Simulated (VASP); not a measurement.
**KI: single point with PBE**

KI:

```xyz
2
Lattice="0.0000 3.9659 3.9659 3.9659 0.0000 3.9659 3.9659 3.9659 0.0000" Properties=species:S:1:pos:R:3 pbc="T T T"
K     0.0000    0.0000    0.0000
I     1.9829    1.9829    1.9829
```

| Quantity | Value |
| --- | --- |
| Program | VASP 6.6.1 |
| Task | single point |
| Functional | PBE |
| Potentials or basis | VASP PAW PBE potentials, release 64 (K_sv, I) |
| Cutoff | 520 eV |
| k mesh | 6 × 6 × 6 |
| Occupations | gaussian, width 0.01 eV |
| Spin | no spin polarisation |
| Dipole correction | no |
| Further INCAR settings | ALGO = Normal; EDIFF = 1e-06; NBANDS = 15 |

- Pressure: 0.2 GPa
- Band gap on the k mesh: 3.93 eV

Levels at points of the mesh, in eV from the valence-band top:
| k point | band 5 | band 6 | band 7 | band 8 | band 9 | band 10 | band 11 | band 12 |
| --- | --- | --- | --- | --- | --- | --- | --- | --- |
| (0.00, 0.00, 0.00) | -10.02 | 0.00 | 0.00 | 0.00 | 3.93 | 7.54 | 7.54 | 8.16 |
| (0.50, 0.00, 0.00) | -9.92 | -0.46 | -0.01 | -0.01 | 5.66 | 6.50 | 7.11 | 7.11 |
| (0.50, 0.50, 0.00) | -9.89 | -0.48 | -0.06 | -0.06 | 5.28 | 6.25 | 7.91 | 8.35 |

Wall time 14 s on 1 thread of Intel(R) Xeon(R) 6975P-C (Granite Rapids), on a shared host, peak memory 0.26 GiB.

Caveat: spin-orbit coupling is left out, which moves the levels of the heavy elements. A k mesh can miss the band edges.
